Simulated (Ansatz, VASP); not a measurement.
**One calculation of Te3Pb4Se, two programs**

```
Te Pb Se
1.0
     4.57925   -0.00003    0.07987
     0.00093    4.64543   -0.02142
     0.18752   -0.05538   16.66687
Te Pb Se
3 4 1
Direct
  0.01020 0.98660 0.02819
  0.48911 0.48886 0.22639
  0.53178 0.47745 0.82575
  0.02906 0.99375 0.84450
  0.51191 0.49703 0.01207
  0.98797 0.00932 0.24046
  0.47049 0.56937 0.40917
  0.96948 0.97762 0.41347
```

Change from the starting cell: cell x1, atoms moved at random (sigma 0.15 Å) and cell strained at random (1.5 %), then relaxed without symmetry.

Alike in both runs: functional PBE; k mesh 4 × 4 × 1; occupations gaussian, width 0.1 eV; no spin polarisation.

Ansatz relaxed the structure, and its values are those at the end. VASP's run is a single point on that final structure, the one shown.

|  | VASP | Ansatz |
| --- | --- | --- |
| version | VASP 6.6.1 | Ansatz 0.2.0 |
| potentials or method | VASP PAW PBE potentials, release 64 (Te, Pb_d, Se), cutoff 520 eV | scalar-relativistic, plane waves, PAW |
| valence electrons in the cell | 80 | 120 |

VASP gave:

| Item | Value |
| --- | --- |
| gap on the k mesh at the Fermi level (eV) | 1.07 |
| least direct gap on the mesh (eV) | 1.07 |
| rms of the force components (eV/Å) | 0.005 |

Q: What did Ansatz give for the same quantities?

A: gap on the k mesh at the Fermi level (eV): 1.07; least direct gap on the mesh (eV): 1.07; rms of the force components (eV/Å): 0.003.

The functional is the same, so the differences come from potentials, cutoffs and numerics. VASP's potentials hold 80 valence electrons a cell and Ansatz's 120, so a difference there can come from the potentials and not from the codes.

Neither program's run includes spin-orbit coupling.
